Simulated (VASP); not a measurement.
Here is a VASP 6.6.1 calculation.

INCAR

```
  ALGO = Normal
  EDIFF = 1E-6
  ENCUT = 520
  GGA = PE
  ISIF = 2
  ISMEAR = -1
  LASPH = True
  LCHARG = False
  LREAL = False
  LWAVE = False
  NBANDS = 44
  NELM = 80
  PREC = Accurate
  SIGMA = 0.1
```

File KPOINTS:

```
k-points
0
Gamma
  4 4 4
```

POSCAR

```
Na2Pt3S4
1.0
   -3.0522540131      5.6678267032      0.0000000000
    3.0522540131      0.0000000000      5.6773238828
    3.0522540131      5.6678267032      0.0000000000
Na Pt S
2 3 4
Direct
    0.3516096980      0.7032193960      0.6483903020
    0.6483903020      0.2967806040      0.3516096980
    0.0000000000      0.0000000000      0.0000000000
    0.0000000000      0.0000000000      0.5000000000
    0.5000000000      0.0000000000      0.0000000000
    0.2916464787      0.2639320057      0.0277144729
    0.9722855271      0.2639320057      0.7083535213
    0.7083535213      0.7360679943      0.9722855271
    0.0277144729      0.7360679943      0.2916464787
```

Potentials or basis: VASP PAW PBE potentials, release 64 (Na_pv, Pt, S).

Run with:

```console
$ cat potpaw_PBE.64/Na_pv/POTCAR potpaw_PBE.64/Pt/POTCAR potpaw_PBE.64/S/POTCAR > POTCAR
$ mpirun -np 1 vasp_std > vasp.out
```

Problem. Estimate the largest force.

Solution. 0.040 eV/Å.

Problem. What does it give for the band gap on the k mesh?

Solution. 0.69 eV (least direct gap 0.96 eV).

Forces in eV/Å, atoms in the order of the input:
```
Na   0.000  0.000  0.012
Na   0.000  0.000 -0.012
Pt   0.000  0.000  0.000
Pt   0.000  0.000  0.000
Pt   0.000  0.000  0.000
S    0.000  0.003 -0.040
S    0.000 -0.003 -0.040
S    0.000 -0.003  0.040
S    0.000  0.003  0.040
```

Caveat: spin-orbit coupling is left out, which moves the levels of the heavy elements. A k mesh can miss the band edges.
